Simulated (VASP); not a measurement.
## Li2Sn: single point with PBE

Crystal: Li2Sn.

```
CELL_PARAMETERS angstrom
0.00000 3.27027 3.27027
3.27027 0.00000 3.27027
3.27027 3.27027 0.00000
ATOMIC_POSITIONS crystal
Li 0.25000 0.25000 0.25000
Li 0.75000 0.75000 0.75000
Sn 0.00000 0.00000 0.00000
```

```
Program                : VASP 6.6.1
Task                   : single point
Functional             : PBE
Potentials or basis    : VASP PAW PBE potentials, release 64 (Li_sv, Sn_d)
Cutoff                 : 520 eV
k mesh                 : 6 × 6 × 6
Occupations            : gaussian, width 0.1 eV
Spin                   : no spin polarisation
Dipole correction      : no
Further INCAR settings : ALGO = Fast; EDIFF = 1e-07; NBANDS = 17
```

```json
{"Band gap on the k mesh": "zero (bands 10 and 11 overlap by 2.73 eV)"}
```

Levels at points of the mesh, in eV from the Fermi level:
| k point | band 7 | band 8 | band 9 | band 10 | band 11 | band 12 | band 13 | band 14 |
| --- | --- | --- | --- | --- | --- | --- | --- | --- |
| (0.00, 0.00, 0.00) | -20.79 | -7.50 | 1.73 | 1.73 | 1.73 | 4.02 | 4.02 | 4.02 |
| (0.50, 0.00, 0.00) | -20.79 | -6.61 | -2.54 | 0.78 | 0.78 | 4.33 | 4.33 | 4.50 |
| (0.50, 0.50, 0.00) | -20.79 | -6.33 | -1.84 | -0.60 | -0.60 | 2.23 | 4.13 | 9.60 |

It took 40 s on 1 thread of AMD EPYC 9R45 96-Core Processor (Zen 5), with other jobs on the host, peak memory 0.17 GiB.

Caveat: spin-orbit coupling is left out, which moves the levels of the heavy elements.
